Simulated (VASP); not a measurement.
Crystal: NaH4.

```
CELL_PARAMETERS angstrom
2.91516 0.00000 0.00000
-1.45758 2.52460 0.00000
0.00000 0.00000 6.73849
ATOMIC_POSITIONS crystal
Na 0.00000 0.00000 0.00000
H 0.33333 0.66667 0.21664
H 0.33333 0.66667 0.78336
H 0.66667 0.33333 0.21664
H 0.66667 0.33333 0.78336
```

* Program: VASP 6.6.1
* Task: relaxation of cell and atoms
* Functional: PBE
* Potentials or basis: VASP PAW PBE potentials, release 64 (Na_pv, H)
* Cutoff: 600 eV
* k mesh: 12 × 12 × 6
* Occupations: gaussian, width 0.1 eV
* Spin: no spin polarisation

At the start: pressure -0.2 GPa; volume 9.92 Å³/atom.

Problem. Where does the relaxation end?

Solution. Over 5 steps the energy falls by 4.4 meV/atom and the volume is 9.78 Å³/atom (-1.4 %); space group P6/mmm (No. 191, to 0.05 Å).

The path:
| step | energy change (eV) | largest force (eV/Å) | pressure (GPa) | volume (Å³) |
| --- | --- | --- | --- | --- |
| 1 | 0.0000 | 0.0931 | -0.23 | 49.59 |
| 2 | -0.0060 | 0.0807 | -0.24 | 49.49 |
| 3 | -0.0187 | 0.0393 | -0.15 | 49.17 |
| 4 | -0.0148 | 0.0542 | 0.03 | 48.47 |
| 5 | -0.0221 | 0.0035 | -0.10 | 48.91 |

Final structure:
```xyz
5
Lattice="2.8522 0.0000 0.0000 -1.4261 2.4701 0.0000 0.0000 0.0000 6.9419" Properties=species:S:1:pos:R:3 pbc="T T T"
Na    0.0000    0.0000    0.0000
H     0.0000    1.6467    1.5334
H     0.0000    1.6467    5.4084
H     1.4261    0.8234    1.5334
H     1.4261    0.8234    5.4084
```
